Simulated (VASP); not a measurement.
## BaTiO3: single point with PBE

The system is BaTiO3.

```xyz
5
Lattice="4.0193 0.0000 0.0000 0.0000 4.0193 0.0000 0.0000 0.0000 4.0193" Properties=species:S:1:pos:R:3 pbc="T T T"
Ba    2.0096    2.0096    2.0096
Ti    0.0000    0.0000    0.0000
O     2.0096    0.0283    0.0283
O     0.0000    2.0096    0.0000
O     0.0000    0.0000    2.0096
```

This cell differs from its parent crystal: atom 3 (O) moved -0.040 Å towards its neighbour atom 1 (Ba) at 2.842 Å.

```
Program             : VASP 6.6.1
Task                : single point
Functional          : PBE
Potentials or basis : VASP PAW PBE potentials, release 64 (Ba_sv, Ti_sv, O)
Cutoff              : 520 eV
k mesh              : 8 × 8 × 8
Occupations         : gaussian, width 0.05 eV
Spin                : no spin polarisation
```

```json
{
 "Pressure": "1.7 GPa",
 "Largest force": "0.219 eV/Å",
 "Band gap on the k mesh": "1.72 eV (least direct gap 1.88 eV)"
}
```

Forces on the atoms (eV/Å):
```
Ba   0.000  0.025  0.025
Ti   0.000  0.019  0.019
O    0.000 -0.155 -0.155
O    0.000  0.128 -0.017
O    0.000 -0.017  0.128
```

Levels at points of the mesh, in eV from the valence-band top:
| k point | band 16 | band 17 | band 18 | band 19 | band 20 | band 21 | band 22 | band 23 | band 24 | band 25 |
| --- | --- | --- | --- | --- | --- | --- | --- | --- | --- | --- |
| (0.00, 0.00, 0.00) | -1.07 | -1.07 | -0.16 | -0.16 | -0.16 | 1.72 | 1.72 | 1.73 | 3.82 | 3.82 |
| (0.50, 0.00, 0.00) | -1.93 | -1.81 | -1.77 | -0.72 | -0.72 | 1.87 | 3.41 | 3.42 | 3.82 | 5.80 |
| (0.00, 0.50, 0.00) | -1.88 | -1.82 | -1.81 | -0.72 | -0.72 | 1.88 | 3.42 | 3.42 | 3.82 | 5.80 |
| (0.50, 0.50, 0.00) | -2.65 | -1.73 | -0.88 | -0.88 | -0.09 | 3.42 | 3.43 | 3.83 | 4.65 | 7.52 |
| (0.00, 0.50, 0.50) | -2.65 | -1.71 | -0.88 | -0.88 | -0.09 | 3.43 | 3.43 | 3.84 | 4.65 | 7.53 |
| (0.50, 0.50, 0.50) | -2.41 | -2.41 | 0.00 | 0.00 | 0.00 | 4.07 | 4.08 | 4.08 | 6.66 | 6.67 |

Run time: 85 s on 1 thread of Intel(R) Xeon(R) 6975P-C (Granite Rapids), with other jobs on the host, peak memory 0.3 GiB.

Caveat: the cell differs from its parent crystal (atom 3 (O) moved -0.040 Å towards its neighbour atom 1 (Ba) at 2.842 Å); spin-orbit coupling is left out, which moves the levels of the heavy elements. A k mesh can miss the band edges.
